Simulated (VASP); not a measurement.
Runs of VASP 6.6.1 on BAs (zincblende type). The structure is that of space group F-43m (No. 216), or close to it. The cells are those of the table. 

```tsv
cell	gap on the mesh (eV)	pressure (GPa)
a = 2.905 Å, angles 60.0°, 2 atoms	0.58	156.7
a = 3.302 Å, angles 60.0°, 2 atoms	1.02	11.0
a = 3.371 Å, angles 60.0°, 2 atoms	1.09	(c)
a = 3.130 Å, angles 60.0°, 2 atoms	0.83	51.3
a = 2.762 Å, angles 60.0°, 2 atoms	(b)	(a)
```

Alike in all rows: task single point; level PBEsol; potentials or basis VASP PAW PBE potentials, release 64 (B, As); no spin polarisation; k mesh 14 × 14 × 14; cutoff (eV) 500; smearing fermi-dirac 0.05 eV.

Question: Fill in the values left out.

Answer: (a) 279.8; (b) 0.42; (c) 0.9.

Caveats: the PAW data sets were made with another functional, which shifts forces and pressure a little.

A k mesh can miss the band edges, and the runs leave out spin-orbit coupling on As.
